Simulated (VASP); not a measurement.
A run of VASP 6.6.1:

Contents of INCAR:

```
SYSTEM = BaTiO3
PREC = Accurate ; ENCUT = 520
EDIFF = 1E-6 ; ISMEAR = 0
SIGMA = 0.02 ; LREAL = .False.
LASPH = .True. ; NELM = 60
ALGO = Normal ; ISIF = 2
LWAVE = .False. ; LCHARG = .False.
GGA = PS ; NBANDS = 28
```

KPOINTS

```
Automatic mesh
0
Gamma
  8 8 8
  0 0 0
```

Contents of POSCAR:

```
BaTiO3
1.0
    3.7774915295      0.0000000000      0.0000000000
    0.0000000000      3.7774915295      0.0000000000
    0.0000000000      0.0000000000      4.5279776229
Ba Ti O
1 1 3
Direct
    0.5000000000      0.5000000000      0.6187568033
    0.0000000000      0.0000000000      0.1258011041
    0.0000000000      0.5000000000      0.0474738915
    0.5000000000      0.0000000000      0.0474738915
    0.0000000000      0.0000000000      0.5204912997
```

Potentials or basis: VASP PAW PBE potentials, release 64 (Ba_sv, Ti_sv, O).

Command:

```console
$ cat potpaw_PBE.64/Ba_sv/POTCAR potpaw_PBE.64/Ti_sv/POTCAR potpaw_PBE.64/O/POTCAR > POTCAR
$ mpirun -np 1 vasp_std > vasp.out
```

Hardware: 1 thread of Intel(R) Xeon(R) 6975P-C (Granite Rapids), with other jobs on the host.

Problem. How long does it take, and how much memory?

Solution. It took 60 s on 1 thread of Intel(R) Xeon(R) 6975P-C (Granite Rapids), on a shared host, peak memory 0.27 GiB. Counts: scf iterations 15, k points 75.
